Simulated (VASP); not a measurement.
A run of VASP 6.6.1 is set up as follows.

File INCAR:

```
PREC = Accurate
ENCUT = 520
EDIFF = 1E-7
ISMEAR = -1
SIGMA = 0.15
LREAL = F
LASPH = T
NELM = 80
ALGO = Normal
ISIF = 2
LWAVE = F
LCHARG = F
GGA = PE
NBANDS = 20
```

Contents of KPOINTS:

```
Automatic mesh
0
Gamma
  18 18 10
```

Contents of POSCAR:

```
Tc
1.0
    2.7556810690      0.0000000000      0.0000000000
   -1.3778405345      2.3864898105      0.0000000000
    0.0000000000      0.0000000000      4.3990331678
Tc
2
Direct
    0.3333333333      0.6666666667      0.2500000000
    0.6666666667      0.3333333333      0.7500000000
```

Potentials or basis: VASP PAW PBE potentials, release 64 (Tc_pv).

Run with:

```bash
$ cat potpaw_PBE.64/Tc_pv/POTCAR > POTCAR
$ mpirun -np 1 vasp_std > vasp.out
```

Predict the pressure.

-0.6 GPa.

Estimate the band gap on the k mesh.

zero (bands 13 and 14 overlap by 3.36 eV).
